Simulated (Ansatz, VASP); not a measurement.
**AlNi in VASP and in Ansatz**

Contents of INCAR:

```
ALGO = Normal
EDIFF = 1E-6
ENCUT = 520
GGA = PE
ISIF = 2
ISMEAR = -1
ISPIN = 2
LASPH = True
LCHARG = False
LMAXMIX = 4
LORBIT = 11
LREAL = False
LWAVE = False
MAGMOM = 0 0
NBANDS = 18
NELM = 150
NUPDOWN = 0.0
PREC = Accurate
SIGMA = 0.05
```

KPOINTS

```
k-points
0
Gamma
  8 8 8
```

File POSCAR:

```
AlNi
1.0
    2.8810000000      0.0000000000      0.0000000000
    0.0000000000      2.8810000000      0.0000000000
    0.0000000000      0.0000000000      2.8810000000
Ni Al
1 1
Direct
    0.5000000000      0.5000000000      0.5000000000
    0.0000000000      0.0000000000      0.0000000000
```

Contents of input.yaml:

```yaml
crystal:
  lattice:
    - [2.881, 0.0, 0.0]
    - [0.0, 2.881, 0.0]
    - [0.0, 0.0, 2.881]
  atoms:
    - { symbol: Ni, position: [0.5, 0.5, 0.5] }
    - { symbol: Al, position: [0.0, 0.0, 0.0] }
hamiltonian:
  xc: pbe
  pseudopotentials: { kind: paw }
magnetization:
  spin_polarized: true
  initial_magnetization: 0.0
  spin_locking: { lock_magnetization: hard }
kpoints:
  mp_grid: { grid: [8, 8, 8] }
scf:
  occupations: { method: fermi_dirac, width: 0.05 }
  lower_state_search: "off"
output:
  forces: true
  stress: true
  eigenvalues: true
```

Alike in both runs: task single point; functional PBE; k mesh 8 × 8 × 8; occupations fermi-dirac, width 0.05 eV; collinear spin; fixed moment 0 μB.

|  | VASP | Ansatz |
| --- | --- | --- |
| version | VASP 6.6.1 | Ansatz 0.2.0 |
| potentials or method | VASP PAW PBE potentials, release 64 (Ni, Al) | Ansatz PAW |
| plane-wave cutoff (eV) | 520 | 420 |
| valence electrons in the cell | 13 | 21 |

|  | VASP | Ansatz | Ansatz less VASP |
| --- | --- | --- | --- |
| pressure (GPa) | 2.1 | 2.2 | +0.08 |
| net moment per atom (μB) | 0.00 | 0.00 | 0.000 |

VASP's potentials hold 13 valence electrons a cell and Ansatz's 21, so a difference there can come from the potentials and not from the codes.
